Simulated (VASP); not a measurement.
Crystal: TlCl.

```
CELL_PARAMETERS angstrom
3.91776 0.00000 0.00000
0.00000 3.91776 0.00000
0.00000 0.00000 3.91776
ATOMIC_POSITIONS crystal
Tl 0.00000 0.00000 0.00000
Cl 0.50000 0.50000 0.50000
```

```yaml
Program: VASP 6.6.1
Task: relaxation of cell and atoms
Functional: r2SCAN
Dispersion: rVV10
Potentials_or_basis: VASP PAW PBE potentials, release 64 (Tl_d, Cl)
Cutoff: 550 eV
k_mesh: 6 × 6 × 6
Occupations: fermi-dirac, width 0.02 eV
Spin: no spin polarisation
```

At the start: pressure -2.4 GPa; volume 30.07 Å³/atom.

Q: Where does the relaxation end?

A: Over 5 steps the energy falls by 21.8 meV/atom and the volume is 27.38 Å³/atom (-8.9 %); space group Pm-3m (No. 221, to 0.05 Å).

Step by step:
```
step  energy change (eV)  largest force (eV/Å)  pressure (GPa)  volume (Å³)
   1              0.0000                0.0000           -2.37        60.13
   2             -0.0394                0.0000           -0.84        56.34
   3             -0.0436                0.0000           -0.08        54.85
   4             -0.0436                0.0000            0.04        54.71
   5             -0.0436                0.0000            0.00        54.76
```

Final structure:
```xyz
2
Lattice="3.7974 0.0000 0.0000 0.0000 3.7974 0.0000 0.0000 0.0000 3.7974" Properties=species:S:1:pos:R:3 pbc="T T T"
Tl    0.0000    0.0000    0.0000
Cl    1.8987    1.8987    1.8987
```

Caveat: the PAW data sets were made with another functional, which shifts forces and pressure a little.
